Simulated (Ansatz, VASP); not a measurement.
## Two plane-wave programs on Ba

```xyz
4
Lattice="4.5512 0.0000 0.0000 -2.2756 3.9415 0.0000 0.0000 0.0000 14.8643" Properties=species:S:1:pos:R:3 pbc="T T T"
Ba   -2.2756    3.9415    0.0000
Ba   -2.2756    3.9415    7.4321
Ba    0.0000    2.6277    3.7161
Ba    2.2756    1.3138   11.1482
```

Alike in both runs: task single point; functional PBE; k mesh 9 × 9 × 3; occupations fermi-dirac, width 0.1 eV; no spin polarisation.

```csv
,VASP,Ansatz
version,VASP 6.6.1,Ansatz 0.2.0
potentials or method,"VASP PAW PBE potentials, release 64 (Ba_sv), cutoff 520 eV","plane waves (420 eV) with PAW, scalar-relativistic"
valence electrons in the cell,40,40
```

|  | VASP | Ansatz | Ansatz less VASP |
| --- | --- | --- | --- |
| pressure (GPa) | -0.3 | -0.3 | -0.04 |

With one functional, cell and mesh, what is left measures potentials, basis and numerics.

Neither program's run includes spin-orbit coupling.
